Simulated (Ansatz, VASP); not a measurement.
**NiO in VASP and in Ansatz**

File INCAR:

```
SYSTEM = NiO
PREC = Accurate
ENCUT = 520
EDIFF = 1E-7
ISMEAR = 0
SIGMA = 0.05
LREAL = .FALSE.
LASPH = .TRUE.
NELM = 150
ALGO = Normal
ISIF = 2
LWAVE = .FALSE.
LCHARG = .FALSE.
ISPIN = 2
MAGMOM = 1.66 1.66 0.26 0.26
LORBIT = 11
LMAXMIX = 4
LDAU = .TRUE.
LDAUTYPE = 1
LDAUL = 2 -1
LDAUU = 5 0
LDAUJ = 0.9 0
LDAUPRINT = 1
GGA = CA
NBANDS = 28
```

KPOINTS

```
Automatic mesh
0
G
  8 8 8
  0 0 0
```

POSCAR

```
NiO
1.0
    0.0000000000      2.0913095100      2.0913095100
    2.0913095100      0.0000000000      2.0913095100
    4.1826190200      4.1826190200      0.0000000000
Ni O
2 2
Direct
    0.0000000000      0.0000000000      0.0000000000
    0.0000000000      0.0000000000      0.5000000000
    0.5000000000      0.5000000000      0.2500000000
    0.5000000000      0.5000000000      0.7500000000
```

Input for Ansatz:

```yaml
crystal:
  lattice:
    - [0.0, 2.09130951, 2.09130951]
    - [2.09130951, 0.0, 2.09130951]
    - [4.18261902, 4.18261902, 0.0]
  atoms:
    - { symbol: Ni, position: [0.0, 0.0, 0.0], spin: 1.0 }
    - { symbol: O, position: [0.5, 0.5, 0.25] }
    - { symbol: Ni, position: [0.0, 0.0, 0.5], spin: 1.0 }
    - { symbol: O, position: [0.5, 0.5, 0.75] }
basis:
  ecutwfc: 420
  ecutrho_ratio: 4
kpoints:
  mp_grid: { grid: [8, 8, 8] }
hamiltonian:
  xc: lda
  hubbard:
    sites:
      - { site: 0, l: d, u: 5.0, j: 0.9 }
      - { site: 2, l: d, u: 5.0, j: 0.9 }
scf:
  occupations: { method: gaussian, width: 0.05 }
  lower_state_search: "off"
  max_iter: 150
output:
  forces: true
  stress: true
  eigenvalues: true
  populations: true
  hubbard: { sites: [{ site: 0, l: d }, { site: 2, l: d }] }
magnetization:
  spin_polarized: true
  initial_magnetization: 2.0
  spin_locking: { lock_magnetization: soft, n_iters: 12 }
```

Alike in both runs: task single point; functional LDA; k mesh 8 × 8 × 8; occupations gaussian, width 0.05 eV; collinear spin; Hubbard terms Ni d U = 5.0 eV, J = 0.9 eV.

```csv
,VASP,Ansatz
version,VASP 6.6.1,Ansatz 0.2.0
potentials or method,"VASP PAW LDA potentials, release 64 (Ni, O), cutoff 520 eV","scalar-relativistic, plane waves, PAW"
valence electrons in the cell,32,48
```

Ansatz gave:

- gap on the k mesh at the Fermi level (eV): 1.08
- least direct gap on the mesh (eV): 1.08
- pressure (GPa): -7.2
- net moment per atom (μB): 1.00
- size of the moment on the site where the two differ most (μB): 1.66

Task: What did VASP give for the same quantities?

Result: gap on the k mesh at the Fermi level (eV): 1.20; least direct gap on the mesh (eV): 1.20; pressure (GPa): -14.4; net moment per atom (μB): 1.00; size of the moment on the site where the two differ most (μB): 1.73.

LDA's correlation is that of Perdew and Zunger in VASP and of Perdew and Wang (1992) in Ansatz. Site moments also hang on the region over which each program counts them. The programs project onto different local orbitals, so the same U acts differently, and such runs can settle in different states. VASP's potentials hold 32 valence electrons a cell and Ansatz's 48, so a difference there can come from the potentials and not from the codes. Ansatz's warnings: stress scf threshold loose.
